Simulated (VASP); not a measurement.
# PtS2 in VASP: a series of runs, part 2 of 2

VASP 6.6.1. Earlier steps stand in the parts before.

## Step 3: Single point, PBE+D3(BJ) (layers slid over each other)

The input, INCAR:

```
PREC = Accurate ; ENCUT = 520
EDIFF = 1E-6 ; ISMEAR = 0
SIGMA = 0.05 ; LREAL = F
LASPH = T ; NELM = 100
ALGO = Normal ; ISIF = 2
LWAVE = F ; LCHARG = F
LDIPOL = T ; IDIPOL = 3
DIPOL = 0.5 0.5 0.416 ; GGA = PE
IVDW = 12 ; NBANDS = 31
```

The input, KPOINTS:

```
Automatic mesh
0
Gamma
  9 9 1
```

The input, POSCAR:

```
PtS2
1.0
    3.5414386157      0.0000000000      0.0000000000
   -1.7707193078      3.0669758072      0.0000000000
    0.0000000000      0.0000000000     22.4671575440
S Pt
4 2
Direct
    0.6666666667      0.3333333333      0.2002923597
    0.3333333333      0.6666666667      0.3108349936
    0.6666666667      0.6666666667      0.5218096125
    0.3333333333      1.0000000000      0.6323522464
    0.0000000000      0.0000000000      0.2555636767
    0.0000000000      0.3333333333      0.5770809295
```

Potentials or basis: VASP PAW PBE potentials, release 64 (S, Pt).

Run with:

```bash
$ cat potpaw_PBE.64/S/POTCAR potpaw_PBE.64/Pt/POTCAR > POTCAR
$ mpirun -np 1 vasp_std > vasp.out
```

OUTCAR:

```text
PREC = Accurate
   ENCUT = 520
   EDIFF = 1E-6
   ISMEAR = 0
   LREAL = F
   LASPH = T
   NELM = 100
   ISIF = 2
   GGA = PE
   IVDW = 12
 IVDW          = 12

 ion  position               nearest neighbor table
   1  0.667  0.333  0.200-   5 2.39   5 2.39   5 2.39
   2  0.333  0.667  0.311-   5 2.39   5 2.39   5 2.39
   3  0.667  0.667  0.522-   6 2.39   6 2.39   6 2.39
   4  0.333  0.000  0.632-   6 2.39   6 2.39   6 2.39
   5  0.000  0.000  0.256-   2 2.39   2 2.39   2 2.39   1 2.39   1 2.39   1 2.39
   6  0.000  0.333  0.577-   4 2.39   4 2.39   4 2.39   3 2.39   3 2.39   3 2.39
[... 1035 lines left out ...]
  -------------------------------------------------------------------------------------
  Total      -0.44308    -0.44353    -0.64419    -0.00062     0.00036     0.00153
  in kB      -2.90910    -2.91200    -4.22949    -0.00410     0.00235     0.01007
  external pressure =       -3.35 kB  Pullay stress =        0.00 kB

 VOLUME and BASIS-vectors are now :
 -----------------------------------------------------------------------------
  energy-cutoff  :      520.00
  volume of cell :      244.03
      direct lattice vectors                 reciprocal lattice vectors
     3.541438616  0.000000000  0.000000000     0.282371123  0.163027044  0.000000000
    -1.770719308  3.066975807  0.000000000     0.000000000  0.326054088  0.000000000
     0.000000000  0.000000000 22.467157544     0.000000000  0.000000000  0.044509413

 POSITION                                       TOTAL-FORCE (eV/Angst)
 -----------------------------------------------------------------------------------
      1.77072      1.02233      4.50000        -0.000422      0.000106      0.042947
     -0.00000      2.04465      6.98358        -0.000144      0.000275     -0.001274
      1.18048      2.04465     11.72358         0.000144     -0.000275      0.001274
      1.18048      0.00000     14.20716         0.000422     -0.000106     -0.042947
      0.00000      0.00000      5.74179         0.000350     -0.000242      0.023040
     -0.59024      1.02233     12.96537        -0.000350      0.000242     -0.023040
 -----------------------------------------------------------------------------------
    total drift:                                0.000003     -0.000002     -0.000011

  FREE ENERGIE OF THE ION-ELECTRON SYSTEM (eV)
  ---------------------------------------------------
  free  energy   TOTEN  =       -32.6615724833 eV

  energy  without entropy=      -32.6615724833  energy(sigma->0) =      -32.66157248

 vacuum level on the upper side and lower side of the slab         5.422         5.435
```

OSZICAR:

```text
N       E                     dE             d eps       ncg     rms          rms(c)
DAV:   1     0.302835869067E+03    0.30284E+03   -0.17882E+04  2550   0.116E+03
DAV:   2    -0.558278206404E+01   -0.30842E+03   -0.29305E+03  3333   0.226E+02
DAV:   3    -0.328907484048E+02   -0.27308E+02   -0.26783E+02  3077   0.720E+01
[... 13 lines left out ...]
DAV:  17    -0.309108222182E+02    0.18085E-04   -0.21234E-05  3025   0.261E-02    0.120E-01
DAV:  18    -0.309108139649E+02    0.82533E-05   -0.11357E-05  3059   0.157E-02    0.768E-02
DAV:  19    -0.309108116743E+02    0.22906E-05   -0.12767E-06  2146   0.585E-03    0.624E-02
DAV:  20    -0.309108091684E+02    0.25060E-05   -0.61301E-06  3004   0.111E-02    0.390E-02
DAV:  21    -0.309108084661E+02    0.70230E-06   -0.24683E-06  2482   0.635E-03
   1 F= -.32661572E+02 E0= -.32661572E+02  d E =-.538885E-13
```

stdout:

```text
POSCAR found type information on POSCAR S Pt
 POSCAR found :  2 types and       6 ions
 scaLAPACK will be used
 LDA part: xc-table for (Slater+PW92), standard interpolation
 POSCAR, INCAR and KPOINTS ok, starting setup
 FFT: planning ... GRIDC
 FFT: planning ... GRID_SOFT
 FFT: planning ... GRID
 WAVECAR not read
 entering main loop
```

Wall time 14 min (1 thread of Intel Xeon 8259CL, shared host); peak memory 0.53 GiB.

Results:

```
Free energy                : -32.6616 eV
Largest force              : 0.043 eV/Å
Band gap on the k mesh     : 1.77 eV (least direct gap 1.84 eV)
Dispersion energy per atom : -0.292 eV
```

Forces in eV/Å, atoms in the order of the input:
```
S    0.000  0.000  0.043
S    0.000  0.000 -0.001
S    0.000  0.000  0.001
S    0.000  0.000 -0.043
Pt   0.000  0.000  0.023
Pt   0.000  0.000 -0.023
```

Caveat: the cell differs from its parent crystal (layers slid over each other); spin-orbit coupling is left out, which moves the levels of the heavy elements.

## Step 4: Single point, PBE+D3(BJ) (layers slid over each other)

The input, INCAR:

```
SYSTEM = PtS2
ALGO = Normal ; DIPOL = 0.5 0.5 0.382
EDIFF = 1E-6 ; ENCUT = 520
GGA = PE ; IDIPOL = 3
ISIF = 2 ; ISMEAR = 0
IVDW = 12 ; LASPH = .TRUE.
LCHARG = .TRUE. ; LDIPOL = .TRUE.
LELF = .TRUE. ; LREAL = .FALSE.
LVACPOTAV = .TRUE. ; LVHAR = .TRUE.
LWAVE = .FALSE. ; NBANDS = 31
NELM = 100 ; PREC = Accurate
SIGMA = 0.05
```

The input, KPOINTS:

```
k-points
0
G
  9 9 1
  0 0 0
```

The input, POSCAR:

```
PtS2
1.0
    3.5414386157      0.0000000000      0.0000000000
   -1.7707193078      3.0669758072      0.0000000000
    0.0000000000      0.0000000000     22.4671575440
S Pt
4 2
Direct
    0.6666666667      0.3333333333      0.2002923597
    0.3333333333      0.6666666667      0.3108349936
    0.5000000000      0.6666666667      0.4537102102
    0.1666666667      1.0000000000      0.5642528441
    0.0000000000      0.0000000000      0.2555636767
   -0.1666666667      0.3333333333      0.5089815272
```

Run with:

```bash
$ cat potpaw_PBE.64/S/POTCAR potpaw_PBE.64/Pt/POTCAR > POTCAR
$ mpirun -np 1 vasp_std > vasp.out
```

Wall time 12 min (1 thread of Intel Xeon 8259CL, shared host); peak memory 0.53 GiB.

The run converged. Its results:

| Quantity | Value |
| --- | --- |
| Free energy | -32.7501 eV |
| Largest force | 0.190 eV/Å |
| Band gap on the k mesh | 1.19 eV (least direct gap 1.32 eV) |
| Dispersion energy per atom | -0.322 eV |

Forces on the atoms (eV/Å):
```
S   -0.032  0.003  0.038
S   -0.083  0.007 -0.171
S    0.083 -0.007  0.171
S    0.032 -0.003 -0.038
Pt   0.038 -0.008  0.031
Pt  -0.038  0.008 -0.031
```

Levels at points of the mesh, in eV from the valence-band top:
| k point | band 18 | band 19 | band 20 | band 21 | band 22 | band 23 | band 24 | band 25 | band 26 | band 27 |
| --- | --- | --- | --- | --- | --- | --- | --- | --- | --- | --- |
| (0.00, 0.00, 0.00) | -0.76 | -0.75 | -0.69 | -0.68 | -0.46 | 2.70 | 2.72 | 2.79 | 2.82 | 5.01 |

Caveat: the cell differs from its parent crystal (layers slid over each other); spin-orbit coupling is left out, which moves the levels of the heavy elements.

## Step 5: Summary

| cell | gap on the mesh (eV) | largest force (eV/Å) |
| --- | --- | --- |
| as given, atomic positions A | 1.56 | 0.05 |
| as given, atomic positions B | 1.77 | 0.04 |
| as given, atomic positions C | 1.19 | 0.19 |

Alike in all rows: task single point; level PBE+D3(BJ); potentials or basis VASP PAW PBE potentials, release 64 (S, Pt); no spin polarisation; k mesh 9 × 9 × 1; cutoff (eV) 520; smearing gaussian 0.05 eV.

Caveats: spin-orbit coupling is left out, which moves the levels of the heavy elements.

Absolute energies hang on the potentials; compare differences alone.
